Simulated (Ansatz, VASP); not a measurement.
# SnSe in VASP and in Ansatz

INCAR

```
SYSTEM = SnSe
ALGO     = Normal         ! electronic algorithm
EDIFF    = 1E-6           ! SCF threshold, eV
ENCUT    = 520            ! plane-wave cutoff, eV
GGA      = PS             ! functional
GGA_COMPAT= .FALSE.      
ISIF     = 2              ! what is computed and relaxed
ISMEAR   = 0              ! smearing method
LASPH    = .TRUE.         ! aspherical terms in the spheres
LCHARG   = .FALSE.        ! write CHGCAR
LORBIT   = 11             ! projections on sites
LORBMOM  = .TRUE.       
LREAL    = .FALSE.        ! projectors in reciprocal space
LSORBIT  = .TRUE.         ! spin-orbit coupling
LWAVE    = .FALSE.        ! write WAVECAR
MAGMOM   = 0 0 0 0 0 0 0 0 0 0 0 0 ! initial moments
NBANDS   = 54             ! bands
NELM     = 150            ! most SCF steps
PREC     = Accurate       ! precision mode
SIGMA    = 0.01           ! smearing width, eV
```

Contents of KPOINTS:

```
k-points
0
G
  6 6 2
  0 0 0
```

Contents of POSCAR:

```
SnSe
1.0
    4.2853274200      0.0000000000      0.0000000000
    0.0000000000      4.2853274200      0.0000000000
    0.0000000000      0.0000000000     10.9906921300
Sn Se
2 2
Direct
    0.5000000000      0.0000000000      0.3722291100
    0.0000000000      0.5000000000      0.6277708900
    0.5000000000      0.0000000000      0.6160394896
    0.0000000000      0.5000000000      0.3839605104
```

Input for Ansatz:

```yaml
crystal:
  lattice:
    - [4.28532742, 0.0, 0.0]
    - [0.0, 4.28532742, 0.0]
    - [0.0, 0.0, 10.99069213]
  atoms:
    - { symbol: Sn, position: [0.5, 0.0, 0.37222911001511244] }
    - { symbol: Sn, position: [0.0, 0.5, 0.6277708899848876] }
    - { symbol: Se, position: [0.5, 0.0, 0.6160394895894514] }
    - { symbol: Se, position: [0.0, 0.5, 0.3839605104105487] }
basis:
  ecutwfc: 470.0
kpoints:
  mp_grid:
    grid: [6, 6, 2]
hamiltonian:
  xc: pbesol
magnetization:
  noncollinear: true
  spin_orbit: true
scf:
  occupations:
    method: fixed
output:
  eigenvalues: true
```

Alike in both runs: task single point; functional PBEsol; k mesh 6 × 6 × 2; non-collinear spin, spin-orbit coupling.

|  | VASP | Ansatz |
| --- | --- | --- |
| version | VASP 6.6.1 | Ansatz 0.2.0 |
| potentials or method | VASP PAW PBE potentials, release 64 (Sn_d, Se), cutoff 520 eV | plane waves, PAW |
| occupations | gaussian, width 0.01 eV | fixed |
| valence electrons in the cell | 40 | 60 |

|  | VASP | Ansatz | Ansatz less VASP |
| --- | --- | --- | --- |
| net moment per atom (μB) | 0.00 | 0.00 | 0.000 |

VASP's potentials were made for PBE, not for PBEsol. VASP's potentials hold 40 valence electrons a cell and Ansatz's 60, so a difference there can come from the potentials and not from the codes.
